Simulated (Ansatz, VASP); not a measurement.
**Two plane-wave programs on Cu**

```
CELL_PARAMETERS angstrom
2.98057 0.00000 0.00000
0.00000 2.98057 0.00000
0.00000 0.00000 2.78670
ATOMIC_POSITIONS crystal
Cu 0.00000 0.00000 0.00000
Cu 0.50000 0.50000 0.50000
```

Change from the starting cell: equal strain along all axes, cell held, atoms relaxed: +1.0 %.

Alike in both runs: task single point; functional PBE; k mesh 14 × 14 × 16; occupations gaussian, width 0.1 eV; no spin polarisation.

```csv
,VASP,Ansatz
version,VASP 6.6.1,Ansatz 0.2.0
potentials or method,"VASP PAW PBE potentials, release 64 (Cu), cutoff 520 eV","scalar-relativistic, plane waves, PAW"
valence electrons in the cell,22,38
```

Ansatz gave:

| Property | Result |
| --- | --- |
| gap on the k mesh at the Fermi level (eV) | none |
| pressure (GPa) | -3.9 |
| traceless stress, the component that is largest in VASP (GPa) | 0.11 |

Q: What did VASP give for the same quantities?

A: gap on the k mesh at the Fermi level (eV): none; pressure (GPa): -2.8; traceless stress, the component that is largest in VASP (GPa): 0.16.

A gap of «none» marks a metal or a gap that the smearing closes. With one functional, cell and mesh, what is left measures potentials, basis and numerics. VASP's potentials hold 22 valence electrons a cell and Ansatz's 38, so a difference there can come from the potentials and not from the codes.
